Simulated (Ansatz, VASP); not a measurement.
## Ir: VASP beside Ansatz

INCAR

```
PREC = Accurate
ENCUT = 600
EDIFF = 1E-7
ISMEAR = -1
SIGMA = 0.08
LREAL = F
LASPH = T
NELM = 80
ALGO = Normal
ISIF = 3
LWAVE = F
LCHARG = F
GGA = PS
IBRION = 2
NSW = 60
EDIFFG = -0.005
```

KPOINTS

```
Automatic mesh
0
Gamma
  16 16 9
```

Contents of POSCAR:

```
Ir
1.0
    2.7161828208      0.0000000000      0.0000000000
   -1.3580914104      2.3522833242      0.0000000000
    0.0000000000      0.0000000000      4.4002161698
Ir
2
Direct
    0.3333333333      0.6666666667      0.2500000000
    0.6666666667      0.3333333333      0.7500000000
```

Input for Ansatz:

```yaml
crystal:
  lattice:
    - [2.7161828208, 0.0, 0.0]
    - [-1.3580914104, 2.3522833242, 0.0]
    - [0.0, 0.0, 4.4002161698]
  atoms:
    - { symbol: Ir, position: [0.3333333333, 0.6666666667, 0.25] }
    - { symbol: Ir, position: [0.6666666667, 0.3333333333, 0.75] }
kpoints:
  mp_grid: { grid: [16, 16, 9] }
scf:
  occupations: { method: fermi_dirac, width: 0.08 }
hamiltonian:
  xc: pbesol
  pseudopotentials: { kind: paw }
output:
  forces: true
  stress: true
relax:
  f_tol: 0.005
  max_steps: 40
  cell: {}
```

Alike in both runs: task relaxation of cell and atoms; functional PBEsol; k mesh 16 × 16 × 9; occupations fermi-dirac, width 0.08 eV; no spin polarisation.

|  | VASP | Ansatz |
| --- | --- | --- |
| version | VASP 6.6.1 | Ansatz 0.2.0 |
| potentials or method | VASP PAW PBE potentials, release 64 (Ir) | PAW with Ansatz's default frozen-core files, scalar-relativistic |
| plane-wave cutoff (eV) | 600 | 420 |
| valence electrons in the cell | 18 | 34 |

```csv
,VASP,Ansatz,Ansatz less VASP
relaxed volume (Å³/atom),14.16,14.12,-0.036
relaxed cell length with the largest relative difference (Å),4.412,4.408,-0.0044
```

VASP's potentials were made for PBE, not for PBEsol. VASP's potentials hold 18 valence electrons a cell and Ansatz's 34, so a difference there can come from the potentials and not from the codes.

Spin-orbit coupling is off throughout.
